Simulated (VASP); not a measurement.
The system is SrTiO3.

```xyz
5
Lattice="3.9364 0.0000 0.0000 0.0000 3.9364 0.0000 0.0000 0.0000 3.9364" Properties=species:S:1:pos:R:3 pbc="T T T"
Sr    0.0000    0.0000    0.0000
Ti    1.9682    1.9682    1.9682
O     1.9682    1.9682    0.0000
O     1.9682    0.0000    1.9682
O     0.0000    1.9682    1.9682
```

```yaml
Program: VASP 6.6.1
Task: relaxation of cell and atoms
Functional: PBEsol
Potentials_or_basis: VASP PAW PBE potentials, release 64 (Sr_sv, Ti_sv, O)
Cutoff: 600 eV
k_mesh: 6 × 6 × 6
Occupations: fermi-dirac, width 0.02 eV
Spin: no spin polarisation
```

At the start: pressure -5.5 GPa; volume 12.20 Å³/atom.

Problem. How do energy, volume and symmetry change on relaxing?

Solution. Over 3 steps the energy falls by 6.8 meV/atom and the volume is 11.82 Å³/atom (-3.1 %); space group Pm-3m (No. 221, to 0.1 Å) before and after.

Step by step:
```
step  energy change (eV)  largest force (eV/Å)  pressure (GPa)  volume (Å³)
   1              0.0000                0.0000           -5.54        61.00
   2             -0.0037                0.0000            5.84        57.35
   3             -0.0342                0.0000           -0.03        59.08
```

Final structure:
```
Sr Ti O
1.0
     3.89474    0.00000    0.00000
     0.00000    3.89474    0.00000
     0.00000    0.00000    3.89474
Sr Ti O
1 1 3
Direct
  0.00000 0.00000 0.00000
  0.50000 0.50000 0.50000
  0.50000 0.50000 0.00000
  0.50000 0.00000 0.50000
  0.00000 0.50000 0.50000
```

Caveat: the PAW data sets were made with another functional, which shifts forces and pressure a little.
